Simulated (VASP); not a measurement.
Crystal: Hg3P2.

```
CELL_PARAMETERS angstrom
4.29201 0.00000 0.00000
0.00000 5.93542 0.00000
0.00000 0.00000 6.06010
ATOMIC_POSITIONS crystal
Hg 0.00000 0.00000 0.50000
Hg 0.00000 0.50000 0.00000
Hg 0.00000 0.00000 0.00000
P 0.50000 0.50000 0.50000
P 0.00000 0.50000 0.50000
```

The cell was built from a structure type or drawn by symmetry, and may not be a known phase.

| Quantity | Value |
| --- | --- |
| Program | VASP 6.6.1 |
| Task | relaxation of cell and atoms |
| Functional | PBE |
| Potentials or basis | VASP PAW PBE potentials, release 64 (Hg, P) |
| Cutoff | 600 eV |
| k mesh | 10 × 6 × 6 |
| Occupations | gaussian, width 0.1 eV |
| Spin | no spin polarisation |

At the start: pressure 0.4 GPa; volume 30.88 Å³/atom.

Problem. How do energy, volume and symmetry change on relaxing?

Solution. Over 25 steps the energy falls by 7.9 meV/atom and the volume is 31.28 Å³/atom (+1.3 %); space group Pmmm (No. 47, to 0.1 Å) before and after.

The path:
| step | energy change (eV) | largest force (eV/Å) | pressure (GPa) | volume (Å³) |
| --- | --- | --- | --- | --- |
| 1 | 0.0000 | 0.0000 | 0.39 | 154.38 |
| 2 | -0.0135 | 0.0000 | -0.42 | 156.04 |
| 3 | -0.0136 | 0.0000 | -0.35 | 155.89 |
| 4 | -0.0172 | 0.0000 | -0.27 | 154.60 |
| 5 | -0.0212 | 0.0000 | -0.09 | 152.33 |
| 6 | -0.0161 | 0.0000 | 0.44 | 147.84 |
| 7 | -0.0219 | 0.0000 | 0.00 | 151.36 |
| 8 | -0.0219 | 0.0000 | 0.02 | 151.10 |
| 9 | -0.0226 | 0.0000 | 0.03 | 151.05 |
| 10 | -0.0249 | 0.0000 | 0.07 | 150.88 |
| 11 | -0.0291 | 0.0000 | 0.23 | 150.52 |
| 12 | -0.0288 | 0.0000 | 0.34 | 150.36 |
| 13 | -0.0291 | 0.0000 | 0.27 | 150.46 |
| 14 | -0.0294 | 0.0000 | 0.27 | 150.53 |
| 15 | -0.0300 | 0.0000 | 0.29 | 150.71 |
| 16 | -0.0307 | 0.0000 | 0.33 | 151.07 |
| 17 | -0.0319 | 0.0000 | 0.29 | 151.42 |
| 18 | -0.0349 | 0.0000 | 0.22 | 152.48 |
| 19 | -0.0385 | 0.0000 | 0.07 | 154.58 |
| 20 | -0.0368 | 0.0000 | -0.15 | 158.80 |
| 21 | -0.0393 | 0.0000 | -0.01 | 156.06 |
| 22 | -0.0393 | 0.0000 | -0.02 | 156.16 |
| 23 | -0.0394 | 0.0000 | -0.03 | 156.33 |
| 24 | -0.0395 | 0.0000 | -0.04 | 156.61 |
| 25 | -0.0395 | 0.0000 | 0.00 | 156.41 |

Final structure:
```cif
data_structure
_symmetry_space_group_name_H-M 'P 1'
_symmetry_Int_Tables_number 1
_cell_length_a 4.3633
_cell_length_b 5.6270
_cell_length_c 6.3706
_cell_angle_alpha 90.000
_cell_angle_beta 90.000
_cell_angle_gamma 90.000
_cell_volume 156.41
loop_
_atom_site_label
_atom_site_type_symbol
_atom_site_fract_x
_atom_site_fract_y
_atom_site_fract_z
_atom_site_occupancy
Hg1 Hg 0.00000 0.00000 0.50000 1
Hg2 Hg 0.00000 0.50000 0.00000 1
Hg3 Hg 0.00000 0.00000 0.00000 1
P1 P 0.50000 0.50000 0.50000 1
P2 P 0.00000 0.50000 0.50000 1
```
